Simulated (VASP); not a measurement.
# MgSe (Fm-3m) in VASP: settings compared, part 2 of 2

VASP 6.6.1.

## Step 3: Single point, BLYP

This run uses another cell than the first one, of 20.25 Å³/atom, 0.981 times its volume.

Contents of INCAR:

```
AGGAC    = 1.0          
AGGAX    = 1.0          
ALDAC    = 0.0          
ALDAX    = 1.0          
ALGO     = Normal         # electronic algorithm
EDIFF    = 1E-6           # SCF threshold, eV
ENCUT    = 600            # plane-wave cutoff, eV
GGA      = B5             # functional
GGA_COMPAT= F            
ISIF     = 2              # what is computed and relaxed
ISMEAR   = 0              # smearing method
LASPH    = T              # aspherical terms in the spheres
LCHARG   = F              # write CHGCAR
LREAL    = F              # projectors in reciprocal space
LWAVE    = F              # write WAVECAR
NBANDS   = 11             # bands
NELM     = 120            # most SCF steps
PREC     = Accurate       # precision mode
SIGMA    = 0.05           # smearing width, eV
```

Contents of KPOINTS:

```
k-points
0
Gamma
  8 8 8
```

Contents of POSCAR:

```
MgSe
1.0
    0.0000000000      2.7254991651      2.7254991651
    2.7254991651      0.0000000000      2.7254991651
    2.7254991651      2.7254991651      0.0000000000
Mg Se
1 1
Direct
    0.0000000000      0.0000000000      0.0000000000
    0.5000000000      0.5000000000      0.5000000000
```

Potentials or basis: VASP PAW PBE potentials, release 64 (Mg, Se).

On the command line:

```bash
$ cat potpaw_PBE.64/Mg/POTCAR potpaw_PBE.64/Se/POTCAR > POTCAR
$ mpirun -np 1 vasp_std > vasp.out
```

OUTCAR:

```text
EDIFF = 1E-6
   ENCUT = 600
   GGA = B5
   ISIF = 2
   ISMEAR = 0
   LASPH = T
   LREAL = F
   NELM = 120
   PREC = Accurate

 ion  position               nearest neighbor table
   1  0.000  0.000  0.000-   2 2.73   2 2.73   2 2.73   2 2.73   2 2.73   2 2.73
   2  0.500  0.500  0.500-   1 2.73   1 2.73   1 2.73   1 2.73   1 2.73   1 2.73

  LATTYP: Found a face centered cubic cell.
 ALAT       =     5.4509983302

  Lattice vectors:

 A1 = (   0.0000000000,   2.7254991651,   2.7254991651)
 A2 = (   2.7254991651,   0.0000000000,   2.7254991651)
 A3 = (   2.7254991651,   2.7254991651,   0.0000000000)

Analysis of symmetry for initial positions (statically):
=====================================================================
 Subroutine PRICEL returns:
 Original cell was already a primitive cell.

 Routine SETGRP: Setting up the symmetry group for a
 face centered cubic supercell.

 Subroutine GETGRP returns: Found 48 space group operations
 (whereof 48 operations were pure point group operations)
 out of a pool of 48 trial point group operations.

The static configuration has the point symmetry O_h .

Analysis of symmetry for dynamics (positions and initial velocities):
=====================================================================
 Subroutine PRICEL returns:
 Original cell was already a primitive cell.

 Routine SETGRP: Setting up the symmetry group for a
 face centered cubic supercell.

 Subroutine GETGRP returns: Found 48 space group operations
 (whereof 48 operations were pure point group operations)
 out of a pool of 48 trial point group operations.

The dynamic configuration has the point symmetry O_h .

 Subroutine INISYM returns: Found 48 space group operations
 (whereof 48 operations are pure point group operations),
 and found     1 'primitive' translations

----------------------------------------------------------------------------------------

                                     Primitive cell

  volume of cell :      40.4919

  direct lattice vectors                    reciprocal lattice vectors
     0.000000000  2.725499165  2.725499165    -0.183452634  0.183452634  0.183452634
     2.725499165  0.000000000  2.725499165     0.183452634 -0.183452634  0.183452634
     2.725499165  2.725499165  0.000000000     0.183452634  0.183452634 -0.183452634

  length of vectors
     3.854437884  3.854437884  3.854437884     0.317749282  0.317749282  0.317749282

  position of ions in fractional coordinates (direct lattice)
     0.000000000  0.000000000  0.000000000
     0.500000000  0.500000000  0.500000000

  ion indices of the primitive-cell ions
   primitive index   ion index
                 1           1
                 2           2

----------------------------------------------------------------------------------------

 KPOINTS: k-points

Automatic generation of k-mesh.
 Grid dimensions read from file:
 generate k-points for:    8    8    8

 Generating k-lattice:

  Cartesian coordinates                     Fractional coordinates (reciprocal lattice)
    -0.022931579  0.022931579  0.022931579     0.125000000  0.000000000  0.000000000
     0.022931579 -0.022931579  0.022931579     0.000000000  0.125000000  0.000000000
     0.022931579  0.022931579 -0.022931579     0.000000000  0.000000000  0.125000000

  Length of vectors
     0.039718660  0.039718660  0.039718660

  Shift w.r.t. Gamma in fractional coordinates (k-lattice)
     0.000000000  0.000000000  0.000000000

 Subroutine IBZKPT returns following result:
 ===========================================

 Found     29 irreducible k-points:

 Following reciprocal coordinates:
            Coordinates               Weight
  0.000000  0.000000  0.000000      1.000000
  0.125000  0.000000  0.000000      8.000000
  0.250000  0.000000  0.000000      8.000000
  0.375000  0.000000  0.000000      8.000000
  0.500000  0.000000  0.000000      4.000000
  0.125000  0.125000  0.000000      6.000000
[... 16 lines left out ...]
  0.500000  0.250000  0.125000     48.000000
 -0.375000  0.250000  0.125000     24.000000
 [... further k-points ...]
   k-points           NKPTS =     29   k-points in BZ     NKDIM =     29   number of bands    NBANDS=     11
   number of dos      NEDOS =    301   number of ions     NIONS =      2
   total plane-waves  NPLWV =  32768
   dimension x,y,z NGX =    32 NGY =   32 NGZ =   32
   dimension x,y,z NGXF=    64 NGYF=   64 NGZF=   64
   ions per type =               1   1
   NGX,Y,Z   is equivalent  to a cutoff of  13.80, 13.80, 13.80 a.u.
   NGXF,Y,Z  is equivalent  to a cutoff of  27.60, 27.60, 27.60 a.u.
 SYSTEM =  unknown system
   PREC   = accura    normal or accurate (medium, high low for compatibility)
   ISTART =      0    job   : 0-new  1-cont  2-samecut
   ICHARG =      2    charge: 1-file 2-atom 10-const
   ISPIN  =      1    spin polarized calculation?
   LNONCOLLINEAR =      F non collinear calculations
   LSORBIT =      F    spin-orbit coupling
   LASPH  =      T    aspherical Exc in radial PAW
   ENCUT  =  600.0 eV  44.10 Ry    6.64 a.u.   7.70  7.70  7.70*2*pi/ulx,y,z
   NELM   =    120;   NELMIN=  2; NELMDL= -5     # of ELM steps
   EDIFF  = 0.1E-05   stopping-criterion for ELM
   LREAL  =      F    real-space projection
   EDIFFG = 0.1E-04   stopping-criterion for IOM
   NSW    =      0    number of steps for IOM
   IBRION =     -1    ionic relax: 0-MD 1-quasi-New 2-CG
   NFREE  =      0    steps in history (QN), initial steepest desc. (CG)
   ISIF   =      2    stress and relaxation
   ISYM   =      2    0-nonsym 1-usesym 2-fastsym
   POTIM  = 0.5000    time-step for ionic-motion
   TEBEG  =    0.0;   TEEND  =   0.0 temperature during run
   PSTRESS=    0.0 pullay stress
   NELECT =       8.0000    total number of electrons
   NUPDOWN=      -1.0000    fix difference up-down
   EMIN   =  10.00;   EMAX   =-10.00  energy-range for DOS
   EFERMI =   0.00;   METHOD = LEGACY
   ISMEAR =     0;   SIGMA  =   0.05  broadening in eV -4-tet -1-fermi 0-gaus
   EFERMI_NEDOS =   21; number of points for ismear=-14 and -15
   IALGO  =     38    algorithm
   IMIX   =      4    mixing-type and parameters
     AMIX     =   0.40;   BMIX     =  1.00
     AMIX_MAG =   1.60;   BMIX_MAG =  1.00
  volume/ion in A,a.u.               =      20.25       136.63
  Fermi-wavevector in a.u.,A,eV,Ry     =   0.953488  1.801832 12.369604  0.909140
  Thomas-Fermi vector in A             =   2.082148
   LORBIT       =      0    0 simple, 1 ext, 2 COOP (PROOUT), +10 PAW based schemes
   GGA     = B5    functional components
   LHFCALC =     F    Hartree Fock is set to
   AEXX    =    0.0000 exact exchange contribution
   IVDW    =     0    specifies the selected vdW correction
   LEPSILON=     F    determine dielectric tensor
   LRPA    =     F    only Hartree local field effects (RPA)
 non-spin polarized calculation
 Gauss-broadening in eV      SIGMA  =   0.05
  energy-cutoff  :      600.00
  volume of cell :       40.49
 maximum number of plane-waves:      1365
   NGX = 15   NGY = 15   NGZ = 15

 number of electron       8.0000000 magnetization

 Free energy of the ion-electron system (eV)
  ---------------------------------------------------
  ext. energy  EPLUGINS =         0.00000000
  ---------------------------------------------------
  free energy    TOTEN  =        -6.38379232 eV

  energy without entropy =       -6.38379232  energy(sigma->0) =       -6.38379232

 E-fermi :   3.8633     XC(G=0):  -8.9046

 val. band max:        3.6191811193   @ k =   0.0000   0.0000   0.0000
 cond. band min:       5.4838687220   @ k =   0.5000   0.5000   0.0000
 fundamental gap:      1.8646876028
 Fermi energy:         3.8632614500

 k-point     1 :       0.0000    0.0000    0.0000
  band No.  band energies     occupation
      1      -9.2760      2.00000
      2       3.6192      2.00000
      3       3.6192      2.00000
      4       3.6192      2.00000
      5       6.3882      0.00000
      6      11.2518      0.00000
      7      11.2518      0.00000
      8      11.2518      0.00000
      9      13.6599      0.00000
     10      13.6599      0.00000
     11      14.9699      0.00000
[... 309 lines left out ...]
 k-point    24 :      -0.3750    0.2500    0.1250
  band No.  band energies     occupation
      1      -8.0204      2.00000
      2      -0.6993      2.00000
      3       1.4818      2.00000
      4       2.4447      2.00000
      5       8.4373      0.00000
      6       9.2796      0.00000
      7      11.5090      0.00000
      8      12.9019      0.00000
      9      14.9034      0.00000
     10      15.4636      0.00000
     11      18.0094      0.00000

 [... further k-points ...]

------------------------ aborting loop because EDIFF is reached ----------------------------------------

  FORCE on cell =-STRESS in cart. coord.  units (eV):
  Direction    XX          YY          ZZ          XY          YZ          ZX
  --------------------------------------------------------------------------------------
  -------------------------------------------------------------------------------------
  Total        1.1373586      1.1373586      1.1373586      0.0000000      0.0000000     -0.0000000
  in kB       45.0028306     45.0028306     45.0028306      0.0000000      0.0000000     -0.0000000
  external PRESSURE =      45.0028306 kB  Pullay stress =       0.0000000 kB

 VOLUME and BASIS-vectors are now :
 -----------------------------------------------------------------------------
  energy-cutoff  :      600.00
  volume of cell :       40.49
      direct lattice vectors                 reciprocal lattice vectors
     0.000000000  2.725499165  2.725499165    -0.183452634  0.183452634  0.183452634
     2.725499165  0.000000000  2.725499165     0.183452634 -0.183452634  0.183452634
     2.725499165  2.725499165  0.000000000     0.183452634  0.183452634 -0.183452634

 POSITION                                       TOTAL-FORCE (eV/Angst)
 -----------------------------------------------------------------------------------
      0.00000      0.00000      0.00000        -0.000000     -0.000000      0.000000
      2.72550      2.72550      2.72550         0.000000      0.000000      0.000000
 -----------------------------------------------------------------------------------
    total drift:                               -0.000000     -0.000000      0.000000

  FREE ENERGIE OF THE ION-ELECTRON SYSTEM (eV)
  ---------------------------------------------------
  free  energy   TOTEN  =        -6.3837923231 eV

  energy  without entropy=       -6.3837923231  energy(sigma->0) =       -6.38379232
```

Run time: 19 s. Hardware: 1 thread of Intel Xeon Platinum 8488C (Sapphire Rapids), shared host; peak memory 0.17 GiB.

Results:

| Property | Result |
| --- | --- |
| Free energy | -6.3838 eV |
| Pressure | 4.5 GPa |
| Band gap on the k mesh | 1.86 eV, indirect (least direct gap 2.77 eV) |

Levels at points of the mesh, in eV from the valence-band top:
| k point | band 1 | band 2 | band 3 | band 4 | band 5 | band 6 | band 7 | band 8 |
| --- | --- | --- | --- | --- | --- | --- | --- | --- |
| (0.00, 0.00, 0.00) | -12.90 | 0.00 | 0.00 | 0.00 | 2.77 | 7.63 | 7.63 | 7.63 |
| (0.50, 0.00, 0.00) | -11.80 | -4.83 | -0.56 | -0.56 | 4.14 | 6.23 | 6.23 | 8.64 |
| (0.50, 0.50, 0.00) | -11.49 | -4.13 | -1.74 | -1.74 | 1.86 | 4.31 | 12.01 | 12.30 |

Caveat: the PAW data sets were made with another functional, which shifts forces and pressure a little. A k mesh can miss the band edges.
